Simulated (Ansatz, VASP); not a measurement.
## YN: VASP beside Ansatz

```
CELL_PARAMETERS angstrom
0.00000 2.43850 2.43850
2.43850 0.00000 2.43850
2.43850 2.43850 0.00000
ATOMIC_POSITIONS crystal
Y 0.00000 0.00000 0.00000
N 0.50000 0.50000 0.50000
```

Alike in both runs: task electric field gradients; functional r2SCAN; k mesh 9 × 9 × 9; occupations fermi-dirac, width 0.03 eV; no spin polarisation.

|  | VASP | Ansatz |
| --- | --- | --- |
| version | VASP 6.6.1 | Ansatz 0.2.0 |
| potentials or method | VASP PAW PBE potentials, release 64 (Y_sv, N) | PAW with Ansatz's default frozen-core files, scalar-relativistic |
| plane-wave cutoff (eV) | 580 | 500 |
| valence electrons in the cell | 16 | 16 |

|  | VASP | Ansatz | Ansatz less VASP |
| --- | --- | --- | --- |
| pressure (GPa) | 2.1 | 2.0 | -0.11 |

VASP's potentials were made for PBE, not for r2SCAN.
